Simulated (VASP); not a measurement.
Write the native input for VASP 6.6.1 that does the following.

```
Task                   : single point
Functional             : LDA
Potentials or basis    : VASP PAW LDA potentials, release 64 (Ir_sv_GW)
Cutoff                 : 560 eV
k mesh                 : 10 × 10 × 10
Occupations            : fermi-dirac, width 0.1 eV
Spin                   : no spin polarisation
Dipole correction      : no
Further INCAR settings : ALGO = Normal; EDIFF = 1e-06; NBANDS = 14
```

The structure of Ir lies in POSCAR:

```
Ir
1.0
    0.0000000000      1.9058972467      1.9058972467
    1.9058972467      0.0000000000      1.9058972467
    1.9058972467      1.9058972467      0.0000000000
Ir
1
Direct
    0.0000000000      0.0000000000      0.0000000000
```

One way to write it, as run:

INCAR

```
PREC = Accurate
ENCUT = 560
EDIFF = 1E-6
ISMEAR = -1
SIGMA = 0.1
LREAL = F
LASPH = T
NELM = 120
ALGO = Normal
ISIF = 2
LWAVE = F
LCHARG = F
GGA = CA
NBANDS = 14
GGA_COMPAT = F
```

KPOINTS

```
regular mesh
0
Gamma
  10 10 10
```

Potentials or basis: VASP PAW LDA potentials, release 64 (Ir_sv_GW).

Command:

```bash
$ cat potpaw_LDA.64/Ir_sv_GW/POTCAR > POTCAR
$ mpirun -np 1 vasp_std > vasp.out
```

Results of the run:

* Pressure: -0.3 GPa
* Band gap on the k mesh: zero (an odd number of electrons rules out a gap without spin polarisation)

Caveat: spin-orbit coupling is left out, which moves the levels of the heavy elements.

Wall time 9.3 s on 1 thread of Intel(R) Xeon(R) Platinum 8259CL CPU @ 2.50GHz (Skylake/Cascade Lake), with other jobs on the host, peak memory 0.14 GiB.
